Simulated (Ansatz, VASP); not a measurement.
## One calculation of Ge, two programs

```
Ge
1.0
     8.22986    0.00000    0.00000
     0.00000    5.66201    0.00000
     0.00000    0.00000    4.10917
Ge
8
Direct
  0.00000 0.12520 0.25003
  0.50000 0.87480 0.75003
  0.50000 0.12520 0.24997
  0.00000 0.87480 0.74997
  0.25000 0.37484 0.25000
  0.25000 0.62516 0.75000
  0.75000 0.62516 0.75000
  0.75000 0.37484 0.25000
```

Alike in both runs: functional PBE; k mesh 2 × 4 × 4; occupations gaussian, width 0.1 eV; no spin polarisation.

Ansatz relaxed the structure, and its values are those at the end. VASP's run is a single point on that final structure, the one shown.

```csv
,VASP,Ansatz
version,VASP 6.6.1,Ansatz 0.2.0
potentials or method,"VASP PAW PBE potentials, release 64 (Ge_d), cutoff 520 eV","scalar-relativistic, plane waves, PAW"
valence electrons in the cell,112,112
```

|  | VASP | Ansatz | Ansatz less VASP |
| --- | --- | --- | --- |
| gap on the k mesh at the Fermi level (eV) | 0.05 | 0.05 | -0.003 |
| least direct gap on the mesh (eV) | 0.18 | 0.18 | 0.000 |
| pressure (GPa) | 0.3 | 0.3 | +0.01 |
